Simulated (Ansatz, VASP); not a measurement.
# BaO: VASP beside Ansatz

```
Ba O
1.0
     0.00000    2.78666    2.78666
     2.78666    0.00000    2.78666
     2.78666    2.78666    0.00000
Ba O
1 1
Direct
  0.00000 0.00000 0.00000
  0.50000 0.50000 0.50000
```

Alike in both runs: functional PBE; k mesh 8 × 8 × 8; occupations gaussian, width 0.02 eV; no spin polarisation.

Ansatz relaxed the structure, and its values are those at the end. VASP's run is a single point on that final structure, the one shown.

|  | VASP | Ansatz |
| --- | --- | --- |
| version | VASP 6.6.1 | Ansatz 0.2.0 |
| potentials or method | VASP PAW PBE potentials, release 64 (Ba_sv, O), cutoff 520 eV | scalar-relativistic, plane waves, PAW |
| valence electrons in the cell | 16 | 16 |

```tsv
	VASP	Ansatz	Ansatz less VASP
gap on the k mesh at the Fermi level (eV)	2.04	2.10	+0.064
least direct gap on the mesh (eV)	2.04	2.10	+0.064
pressure (GPa)	1.6	0.0	-1.58
```

With one functional, cell and mesh, what is left measures potentials, basis and numerics.

Spin-orbit coupling is off throughout.
